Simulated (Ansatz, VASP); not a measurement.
## One calculation of CuO, two programs

```xyz
4
Lattice="2.3446 -1.7134 0.0000 2.3446 1.7134 0.0000 -0.8605 0.0000 5.0594" Properties=species:S:1:pos:R:3 pbc="T T T"
Cu    1.1723    0.8457    0.0000
Cu    0.7420   -0.8457    2.5297
O     2.0724   -0.2841    1.2836
O     1.6421    0.2841    3.8133
```

Alike in both runs: task single point; functional PBEsol; k mesh 7 × 7 × 4; occupations gaussian, width 0.05 eV; collinear spin; Hubbard terms Cu d U = 7.0 eV.

|  | VASP | Ansatz |
| --- | --- | --- |
| version | VASP 6.6.1 | Ansatz 0.2.0 |
| potentials or method | VASP PAW PBE potentials, release 64 (Cu, O), cutoff 520 eV | scalar-relativistic, plane waves, PAW |
| valence electrons in the cell | 34 | 50 |

Ansatz gave:

* gap on the k mesh at the Fermi level (eV): 0.65
* least direct gap on the mesh (eV): 0.95
* pressure (GPa): 0.3
* traceless stress, the component that is largest in VASP (GPa): 0.15
* rms of the force components (eV/Å): 0.453
* net moment per atom (μB): 0.00
* size of the moment on the site where the two differ most (μB): 0.57

Estimate VASP's values.

gap on the k mesh at the Fermi level (eV): 1.30; least direct gap on the mesh (eV): 1.52; pressure (GPa): -6.4; traceless stress, the component that is largest in VASP (GPa): 1.13; rms of the force components (eV/Å): 0.389; net moment per atom (μB): 0.00; size of the moment on the site where the two differ most (μB): 0.66.

VASP's potentials were made for PBE, not for PBEsol. Site moments also hang on the region over which each program counts them. The programs project onto different local orbitals, so the same U acts differently, and such runs can settle in different states. Atom by atom the forces differ by 0.067 eV/Å (rms over components). VASP's potentials hold 34 valence electrons a cell and Ansatz's 50, so a difference there can come from the potentials and not from the codes. Ansatz's warnings: specified occupation not kept.
